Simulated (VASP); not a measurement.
Input of a VASP 6.6.1 run:

INCAR

```
PREC     = Accurate       # precision mode
ENCUT    = 600            # plane-wave cutoff, eV
EDIFF    = 1E-6           # SCF threshold, eV
ISMEAR   = 0              # smearing method
SIGMA    = 0.1            # smearing width, eV
LREAL    = False          # projectors in reciprocal space
LASPH    = True           # aspherical terms in the spheres
NELM     = 100            # most SCF steps
ALGO     = Normal         # electronic algorithm
ISIF     = 3              # what is computed and relaxed
LWAVE    = False          # write WAVECAR
LCHARG   = False          # write CHGCAR
GGA      = PE             # functional
IBRION   = 2              # ionic algorithm
NSW      = 90             # ionic steps
EDIFFG   = -0.04          # ionic threshold
```

KPOINTS

```
Automatic mesh
0
Gamma
  6 6 4
```

File POSCAR:

```
InGe2O2
1.0
    4.0089465400      0.0000000000      0.0000000000
   -2.0044732700      3.4718495500      0.0000000000
    0.0000000000      0.0000000000      6.5120399000
In Ge O
1 2 2
Direct
    0.0000000000      0.0000000000      0.0000000000
    0.6666666700      0.3333333300      0.3604586400
    0.3333333300      0.6666666700      0.6395413600
    0.6666666700      0.3333333300      0.7312604800
    0.3333333300      0.6666666700      0.2687395200
```

Potentials or basis: VASP PAW PBE potentials, release 64 (In_d, Ge_d, O).

Run with:

```bash
$ cat potpaw_PBE.64/In_d/POTCAR potpaw_PBE.64/Ge_d/POTCAR potpaw_PBE.64/O/POTCAR > POTCAR
$ mpirun -np 1 vasp_std > vasp.out
```

(1) Estimate the space group after relaxing (to 0.1 Å).

(2) Estimate the band gap on the k mesh.

(3) Predict the relaxed cell.

(4) Estimate the relaxed volume.

Answers

(1) P-3m1 (No. 164).

(2) zero (an odd number of electrons rules out a gap without spin polarisation).

(3) a = 3.181 Å, b = 3.181 Å, c = 9.213 Å, α = 90.00°, β = 90.00°, γ = 120.00°.

(4) 16.15 Å³/atom.

Caveat: a cell axis changed by over 15 % at a fixed basis, so the end point is rough; spin-orbit coupling is left out, which moves the levels of the heavy elements; an odd number of electrons without spin polarisation forces a metal; a magnetic or distorted state may lie lower.
